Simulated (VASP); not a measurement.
A run of VASP 6.6.1 is set up as follows.

The input INCAR:

```
SYSTEM = Pt
ALGO = Normal ; EDIFF = 1E-6
ENCUT = 520 ; GGA = PE
ISIF = 2 ; ISMEAR = -1
LASPH = .True. ; LCHARG = .False.
LREAL = .False. ; LWAVE = .False.
NBANDS = 11 ; NELM = 100
PREC = Accurate ; SIGMA = 0.13605693000000002
```

KPOINTS

```
k-points
0
Gamma
  12 12 12
  0 0 0
```

POSCAR

```
Pt
1.0
    2.6300748387      0.0000000000      0.0000000000
    0.0000000000      2.6300748387      0.0000000000
    0.0000000000      0.0000000000      2.6300748387
Pt
1
Direct
    0.0000000000      0.0000000000      0.0000000000
```

Potentials or basis: VASP PAW PBE potentials, release 64 (Pt).

The run is started by

```bash
$ cat potpaw_PBE.64/Pt/POTCAR > POTCAR
$ mpirun -np 1 vasp_std > vasp.out
```

(1) Estimate the pressure.

(2) Estimate the band gap on the k mesh.

Answers

(1) -1.2 GPa.

(2) zero (band 5 reaches 10.09 eV, above the bottom of band 6 at 7.13 eV).

Caveat: spin-orbit coupling is left out, which moves the levels of the heavy elements.
